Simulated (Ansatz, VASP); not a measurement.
# One calculation of InSe, two programs

```
In Se
1.0
     2.00445    1.15727    8.42960
    -2.00445    1.15727    8.42960
     0.00000   -2.31454    8.42960
In Se
2 2
Cartesian
  0.0000 0.0000 0.0195
  0.0000 0.0000 2.7961
  0.0000 0.0000 15.6014
  0.0000 0.0000 20.9323
```

Alike in both runs: functional PBEsol; k mesh 12 × 12 × 12; occupations gaussian, width 0.02 eV; no spin polarisation.

Ansatz relaxed the structure, and its values are those at the end. VASP's run is a single point on that final structure, the one shown.

|  | VASP | Ansatz |
| --- | --- | --- |
| version | VASP 6.6.1 | Ansatz 0.2.0 |
| potentials or method | VASP PAW PBE potentials, release 64 (In_d, Se), cutoff 520 eV | scalar-relativistic, plane waves, PAW |
| valence electrons in the cell | 38 | 58 |

|  | VASP | Ansatz | Ansatz less VASP |
| --- | --- | --- | --- |
| gap on the k mesh at the Fermi level (eV) | 0.36 | 0.37 | +0.012 |
| least direct gap on the mesh (eV) | 0.36 | 0.37 | +0.012 |
| pressure (GPa) | 0.1 | 0.0 | -0.06 |
| rms of the force components (eV/Å) | 0.011 | 0.000 | -0.0104 |

VASP's potentials were made for PBE, not for PBEsol. VASP's potentials hold 38 valence electrons a cell and Ansatz's 58, so a difference there can come from the potentials and not from the codes.
